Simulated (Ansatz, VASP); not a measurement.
## Two plane-wave programs on PbS

```
Pb S
1.0
     0.00000    2.95706    2.95706
     2.95706    0.00000    2.95706
     2.95706    2.95706    0.00000
Pb S
1 1
Direct
  0.00000 0.00000 0.00000
  0.50000 0.50000 0.50000
```

Alike in both runs: task single point; functional r2SCAN; k mesh 6 × 6 × 6; no spin polarisation.

|  | VASP | Ansatz |
| --- | --- | --- |
| version | VASP 6.6.1 | Ansatz 0.2.0 |
| potentials or method | VASP PAW PBE potentials, release 64 (Pb_d, S) | plane waves, PAW |
| plane-wave cutoff (eV) | 520 | 500 |
| occupations | gaussian, width 0.01 eV | fixed |
| valence electrons in the cell | 20 | 20 |

```csv
,VASP,Ansatz,Ansatz less VASP
gap on the k mesh at the Fermi level (eV),0.59,0.58,-0.011
pressure (GPa),1.8,1.9,+0.02
```

VASP's potentials were made for PBE, not for r2SCAN.

Neither program's run includes spin-orbit coupling.
